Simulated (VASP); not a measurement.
Crystal: SnO.

```xyz
4
Lattice="3.8137 0.0000 0.0000 0.0000 3.8137 0.0000 0.0000 0.0000 4.8869" Properties=species:S:1:pos:R:3 pbc="T T T"
Sn    1.9068    0.0000    3.7367
Sn    0.0000    1.9068    1.1503
O     0.0000    0.0000    0.0000
O     1.9068    1.9068    0.0000
```

| Quantity | Value |
| --- | --- |
| Program | VASP 6.6.1 |
| Task | relaxation of cell and atoms |
| Functional | BLYP |
| Dispersion | D3(BJ) |
| Potentials or basis | VASP PAW PBE potentials, release 64 (Sn_d, O) |
| Cutoff | 600 eV |
| k mesh | 7 × 7 × 6 |
| Occupations | fermi-dirac, width 0.05 eV |
| Spin | no spin polarisation |

At the start: pressure 3.7 GPa; volume 17.77 Å³/atom.

**Question.** How do energy, volume and symmetry change on relaxing?

**Answer.** Over 15 steps the energy falls by 10.5 meV/atom and the volume is 18.00 Å³/atom (+1.3 %); space group P4/nmm (No. 129, to 0.1 Å) before and after.

The path:
| step | energy change (eV) | largest force (eV/Å) | pressure (GPa) | volume (Å³) |
| --- | --- | --- | --- | --- |
| 1 | 0.0000 | 0.6887 | 3.70 | 71.08 |
| 2 | -0.0031 | 0.6454 | -3.29 | 75.38 |
| 3 | -0.0365 | 0.0244 | -0.13 | 73.22 |
| 4 | -0.0365 | 0.0108 | -0.04 | 73.18 |
| 5 | -0.0383 | 0.0292 | -0.06 | 73.16 |
| 6 | -0.0396 | 0.0973 | -0.13 | 73.12 |
| 7 | -0.0407 | 0.0469 | -0.24 | 72.92 |
| 8 | -0.0414 | 0.0137 | -0.38 | 72.68 |
| 9 | -0.0420 | 0.0366 | 0.05 | 72.14 |
| 10 | -0.0420 | 0.0385 | 0.08 | 72.11 |
| 11 | -0.0421 | 0.0139 | 0.07 | 71.97 |
| 12 | -0.0421 | 0.0060 | 0.07 | 71.85 |
| 13 | -0.0421 | 0.0050 | 0.07 | 71.91 |
| 14 | -0.0422 | 0.0105 | -0.05 | 72.00 |
| 15 | -0.0422 | 0.0067 | 0.00 | 71.98 |

Final structure:
```yaml
crystal:
  lattice:
    - [3.87301, 0.00000, 0.00000]
    - [0.00000, 3.87301, 0.00000]
    - [0.00000, 0.00000, 4.79865]
  atoms:
    - { symbol: Sn, position: [0.50000, 0.00000, 0.75736] }
    - { symbol: Sn, position: [0.00000, 0.50000, 0.24264] }
    - { symbol: O, position: [0.00000, 0.00000, 0.00000] }
    - { symbol: O, position: [0.50000, 0.50000, 0.00000] }
```

Caveat: the PAW data sets were made with another functional, which shifts forces and pressure a little.
